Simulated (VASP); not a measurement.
Input of a VASP 6.6.1 run:

The input INCAR:

```
PREC = Accurate
ENCUT = 520
EDIFF = 1E-6
ISMEAR = 0
SIGMA = 0.02
LREAL = False
LASPH = True
NELM = 100
ALGO = Normal
ISIF = 2
LWAVE = False
LCHARG = True
GGA = PS
LELF = True
LVHAR = True
NBANDS = 16
```

KPOINTS

```
Automatic mesh
0
Gamma
  15 15 8
```

POSCAR

```
SiC
1.0
    3.0759807156      0.0000000000      0.0000000000
   -1.5379903578      2.6638774413      0.0000000000
    0.0000000000      0.0000000000      5.0478465815
Si C
2 2
Direct
    0.3333333333      0.6666666667     -0.0004100992
    0.6666666667      0.3333333333      0.4995899008
    0.3333333333      0.6666666667      0.3754100992
    0.6666666667      0.3333333333      0.8754100992
```

Potentials or basis: VASP PAW PBE potentials, release 64 (Si, C).

Run with:

```sh
$ cat potpaw_PBE.64/Si/POTCAR potpaw_PBE.64/C/POTCAR > POTCAR
$ mpirun -np 1 vasp_std > vasp.out
```

Problem. What does it give for the pressure?

Solution. 0.3 GPa.

Problem. Estimate the band gap on the k mesh.

Solution. 2.11 eV, indirect (least direct gap 3.86 eV).

Caveat: the PAW data sets were made with another functional, which shifts forces and pressure a little. A k mesh can miss the band edges.
